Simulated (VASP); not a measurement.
Set up this calculation in VASP 6.6.1, as the native input.

| Quantity | Value |
| --- | --- |
| Task | single point |
| Functional | BLYP |
| Potentials or basis | VASP PAW PBE potentials, release 64 (Rh_pv) |
| Cutoff | 520 eV |
| k mesh | 9 × 9 × 13 |
| Occupations | fermi-dirac, width 0.1 eV |
| Spin | no spin polarisation |
| Dipole correction | no |
| Further INCAR settings | ALGO = Normal; EDIFF = 1e-06; NBANDS = 30 |

The structure of Rh lies in POSCAR:

```
Rh
1.0
    4.4169790670      0.0000000000      0.0000000000
   -2.2084895335      3.8252160800      0.0000000000
    0.0000000000      0.0000000000      2.7131581976
Rh
3
Direct
    0.0000000000      0.0000000000      0.0000000000
    0.3333333333      0.6666666667      0.5000000000
    0.6666666667      0.3333333333      0.5000000000
```

The input as run:

INCAR

```
PREC = Accurate
ENCUT = 520
EDIFF = 1E-6
ISMEAR = -1
SIGMA = 0.1
LREAL = F
LASPH = T
NELM = 80
ALGO = Normal
ISIF = 2
LWAVE = F
LCHARG = T
GGA = B5
ALDAX = 1.0
AGGAX = 1.0
AGGAC = 1.0
ALDAC = 0.0
LELF = T
LVHAR = T
NBANDS = 30
```

KPOINTS

```
Automatic mesh
0
Gamma
  9 9 13
```

Potentials or basis: VASP PAW PBE potentials, release 64 (Rh_pv).

The run is started by

```bash
$ cat potpaw_PBE.64/Rh_pv/POTCAR > POTCAR
$ mpirun -np 1 vasp_std > vasp.out
```

Results of the run:

| Item | Value |
| --- | --- |
| Pressure | 0.4 GPa |

Caveat: the PAW data sets were made with another functional, which shifts forces and pressure a little.

Wall time 40 s on 1 thread of Intel(R) Xeon(R) 6975P-C (Granite Rapids), with other jobs on the host, peak memory 0.22 GiB.
